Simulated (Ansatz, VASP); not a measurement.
## One calculation of InSb, two programs

```
CELL_PARAMETERS angstrom
0.00000 3.22496 3.22496
3.22496 0.00000 3.22496
3.22496 3.22496 0.00000
ATOMIC_POSITIONS crystal
In 0.00000 0.00000 0.00000
Sb 0.75000 0.75000 0.75000
```

Alike in both runs: functional LDA; k mesh 12 × 12 × 12; occupations gaussian, width 0.1 eV; no spin polarisation.

Ansatz relaxed the structure, and its values are those at the end. VASP's run is a single point on that final structure, the one shown.

|  | VASP | Ansatz |
| --- | --- | --- |
| version | VASP 6.6.1 | Ansatz 0.2.0 |
| potentials or method | VASP PAW LDA potentials, release 64 (In_d, Sb), cutoff 500 eV | scalar-relativistic, plane waves, PAW |
| valence electrons in the cell | 18 | 28 |

VASP gave:

* gap on the k mesh at the Fermi level (eV): none
* pressure (GPa): 0.1

Q: Which values does Ansatz return?

A: gap on the k mesh at the Fermi level (eV): none; pressure (GPa): 0.0.

Ansatz warns that its potentials were made for another functional, while VASP's fit it. LDA's correlation is that of Perdew and Zunger in VASP and of Perdew and Wang (1992) in Ansatz. A gap of «none» marks a metal or a gap that the smearing closes. VASP's potentials hold 18 valence electrons a cell and Ansatz's 28, so a difference there can come from the potentials and not from the codes.

Spin-orbit coupling is off throughout.
